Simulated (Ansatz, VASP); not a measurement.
Two plane-wave programs on Bi

```
Bi
1.0
     3.43617    0.00000    0.00000
     0.00000    3.43617    0.00000
     0.00000    0.00000    3.43617
Bi
1
Direct
  0.00000 0.00000 0.00000
```

Alike in both runs: task single point; functional RPBE; k mesh 11 × 11 × 11; occupations fermi-dirac, width 0.1 eV; no spin polarisation.

|  | VASP | Ansatz |
| --- | --- | --- |
| version | VASP 6.6.1 | Ansatz 0.2.0 |
| potentials or method | VASP PAW PBE potentials, release 64 (Bi_d), cutoff 520 eV | plane waves (420 eV) with PAW, scalar-relativistic |
| valence electrons in the cell | 15 | 15 |

```tsv
	VASP	Ansatz	Ansatz less VASP
pressure (GPa)	-3.6	-3.6	+0.05
```

VASP's potentials were made for PBE, not for RPBE. With one functional, cell and mesh, what is left measures potentials, basis and numerics.

Spin-orbit coupling is off throughout.
